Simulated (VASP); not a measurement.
Here is a VASP 6.6.1 calculation.

File INCAR:

```
SYSTEM = Re
  ALGO = Normal
  EDIFF = 1E-6
  EDIFFG = -0.005
  ENCUT = 600
  IBRION = 2
  ISIF = 3
  ISMEAR = -1
  LASPH = .True.
  LCHARG = .False.
  LREAL = .False.
  LWAVE = .False.
  NELM = 60
  NSW = 32
  PREC = Accurate
  PSTRESS = -48.0
  SIGMA = 0.1
```

File KPOINTS:

```
k-points
0
Gamma
  15 15 15
  0 0 0
```

POSCAR

```
Re
1.0
    2.5516649271      0.0000000000      0.0000000000
    0.0000000000      2.5516649271      0.0000000000
    0.0000000000      0.0000000000      2.5516649271
Re
1
Direct
    0.0000000000      0.0000000000      0.0000000000
```

Potentials or basis: VASP PAW LDA potentials, release 64 (Re).

Launch:

```sh
$ cat potpaw_LDA.64/Re/POTCAR > POTCAR
$ mpirun -np 1 vasp_std > vasp.out
```

Q: Estimate the relaxed volume.

A: 16.62 Å³/atom.

Q: Predict the space group after relaxing (to 0.1 Å).

A: Pm-3m (No. 221).

Q: Estimate the band gap on the k mesh.

A: Zero (an odd number of electrons rules out a gap without spin polarisation).

Q: What does it give for the relaxed cell?

A: a = 2.552 Å, b = 2.552 Å, c = 2.552 Å, α = 90.00°, β = 90.00°, γ = 90.00°.

Final structure:
```cif
data_structure
_symmetry_space_group_name_H-M 'P 1'
_symmetry_Int_Tables_number 1
_cell_length_a 2.5520
_cell_length_b 2.5520
_cell_length_c 2.5520
_cell_angle_alpha 90.000
_cell_angle_beta 90.000
_cell_angle_gamma 90.000
_cell_volume 16.62
loop_
_atom_site_label
_atom_site_type_symbol
_atom_site_fract_x
_atom_site_fract_y
_atom_site_fract_z
_atom_site_occupancy
Re1 Re 0.00000 0.00000 0.00000 1
```

Caveat: the cell is relaxed towards a set pressure, so the run minimises the enthalpy, not the energy; spin-orbit coupling is left out, which moves the levels of the heavy elements.
